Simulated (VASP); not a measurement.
A run of VASP 6.6.1 is set up as follows.

INCAR

```
SYSTEM = Nb
  PREC = Accurate
  ENCUT = 600
  EDIFF = 1E-6
  ISMEAR = -1
  SIGMA = 0.05
  LREAL = .False.
  LASPH = .True.
  NELM = 60
  ALGO = Normal
  ISIF = 3
  LWAVE = .False.
  LCHARG = .False.
  GGA = PS
  IBRION = 2
  NSW = 80
  EDIFFG = -0.03
```

KPOINTS

```
regular mesh
0
Gamma
  10 10 10
  0 0 0
```

POSCAR

```
Nb
1.0
   -1.6639500000      1.6639500000      1.6639500000
    1.6639500000     -1.6639500000      1.6639500000
    1.6639500000      1.6639500000     -1.6639500000
Nb
1
Direct
    0.0000000000      0.0000000000      0.0000000000
```

Potentials or basis: VASP PAW PBE potentials, release 64 (Nb_sv).

Launch:

```console
$ cat potpaw_PBE.64/Nb_sv/POTCAR > POTCAR
$ mpirun -np 1 vasp_std > vasp.out
```

**Question.** Estimate the space group after relaxing (to 0.05 Å).

**Answer.** Im-3m (No. 229).

**Question.** Estimate the relaxed volume.

**Answer.** 17.51 Å³/atom.

The path:
```csv
step,energy change (eV),largest force (eV/Å),pressure (GPa),volume (Å³)
1,0.0000,0.0000,-8.34,18.43
2,0.0527,0.0000,17.66,15.99
3,-0.0252,0.0000,-0.22,17.51
```

Caveat: the PAW data sets were made with another functional, which shifts forces and pressure a little.
